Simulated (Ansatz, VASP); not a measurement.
## One calculation of Ga, two programs

The input INCAR:

```
  PREC = Accurate
  ENCUT = 600
  EDIFF = 1E-6
  ISMEAR = -1
  SIGMA = 0.05
  LREAL = False
  LASPH = True
  NELM = 80
  ALGO = Fast
  ISIF = 3
  LWAVE = False
  LCHARG = False
  GGA = RE
  IBRION = 2
  NSW = 60
  EDIFFG = -0.01
```

File KPOINTS:

```
Automatic mesh
0
Gamma
  13 13 13
```

Contents of POSCAR:

```
Ga
1.0
   -1.3843987196      1.3843987196      2.3112238365
    1.3843987196     -1.3843987196      2.3112238365
    1.3843987196      1.3843987196     -2.3112238365
Ga
1
Direct
    0.0000000000      0.0000000000      0.0000000000
```

The input input.yaml:

```yaml
crystal:
  lattice:
    - [-1.3843987196, 1.3843987196, 2.3112238365]
    - [1.3843987196, -1.3843987196, 2.3112238365]
    - [1.3843987196, 1.3843987196, -2.3112238365]
  atoms:
    - { symbol: Ga, position: [0.0, 0.0, 0.0] }
hamiltonian:
  xc: revpbe
  pseudopotentials: { kind: paw }
kpoints:
  mp_grid: { grid: [13, 13, 13] }
scf:
  occupations: { method: fermi_dirac, width: 0.05 }
output:
  forces: true
  stress: true
  eigenvalues: true
relax:
  f_tol: 0.01
  max_steps: 40
  cell: { stress_tol: 0.05 }
```

Alike in both runs: task relaxation of cell and atoms; functional revPBE; k mesh 13 × 13 × 13; occupations fermi-dirac, width 0.05 eV; no spin polarisation.

|  | VASP | Ansatz |
| --- | --- | --- |
| version | VASP 6.6.1 | Ansatz 0.2.0 |
| potentials or method | VASP PAW PBE potentials, release 64 (Ga_d) | Ansatz PAW |
| plane-wave cutoff (eV) | 600 | 420 |
| valence electrons in the cell | 13 | 13 |

```csv
,VASP,Ansatz,Ansatz less VASP
"gap on the k mesh at the Fermi level, each at its own relaxed structure (eV)",none,none,-
relaxed volume (Å³/atom),19.50,19.45,-0.045
relaxed cell length with the largest relative difference (Å),3.082,3.079,-0.0032
```

VASP's potentials were made for PBE, not for revPBE. A gap of «none» marks a metal or a gap that the smearing closes.

Noted on Ansatz's run: the plane-wave basis is chosen anew once the cell has moved, so the energies of steps on either side of that aren't comparable.
